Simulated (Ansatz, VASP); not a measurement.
One calculation of Si2N, two programs

```
Si N
1.0
     6.63726    0.00000    0.00000
     0.00000    6.63726    0.00000
     0.00000    0.00000    2.54573
Si N
4 2
Direct
  0.35617 0.35617 0.00000
  0.64383 0.64383 0.00000
  0.85617 0.14383 0.50000
  0.14383 0.85617 0.50000
  0.00000 0.00000 0.00000
  0.50000 0.50000 0.50000
```

Alike in both runs: task relaxation of cell and atoms; functional r2SCAN; k mesh 6 × 6 × 14; occupations gaussian, width 0.1 eV; no spin polarisation.

```csv
,VASP,Ansatz
version,VASP 6.6.1,Ansatz 0.2.0
potentials or method,"VASP PAW PBE potentials, release 64 (Si, N), cutoff 600 eV","scalar-relativistic, plane waves, PAW"
valence electrons in the cell,26,26
```

VASP gave:

| Quantity | Value |
| --- | --- |
| gap on the k mesh at the Fermi level, each at its own relaxed structure (eV) | none |
| relaxed volume (Å³/atom) | 18.90 |
| relaxed length of the cell vector where the two differ most in proportion (Å) | 2.533 |

**Question.** Estimate Ansatz's values.

**Answer.** gap on the k mesh at the Fermi level, each at its own relaxed structure (eV): none; relaxed volume (Å³/atom): 18.90; relaxed length of the cell vector where the two differ most in proportion (Å): 2.531.

VASP's potentials were made for PBE, not for r2SCAN. A gap of «none» marks a metal or a gap that the smearing closes.
